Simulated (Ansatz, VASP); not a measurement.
## Ru in VASP and in Ansatz

```
Ru
1.0
    -1.52672    1.52672    1.52672
     1.52672   -1.52672    1.52672
     1.52672    1.52672   -1.52672
Ru
1
Direct
  0.00000 0.00000 0.00000
```

Alike in both runs: task relaxation of cell and atoms; functional PBE; k mesh 19 × 19 × 19; occupations fermi-dirac, width 0.05 eV; no spin polarisation.

|  | VASP | Ansatz |
| --- | --- | --- |
| version | VASP 6.6.1 | Ansatz 0.2.0 |
| potentials or method | VASP PAW PBE potentials, release 64 (Ru_pv), cutoff 500 eV | all-electron LAPW, scalar-relativistic |

```csv
,VASP,Ansatz,Ansatz less VASP
relaxed volume (Å³/atom),14.23,14.23,0.000
relaxed cell length with the largest relative difference (Å),2.644,2.644,0.0000
```

Ansatz ran all-electron here, and VASP with PAW potentials.
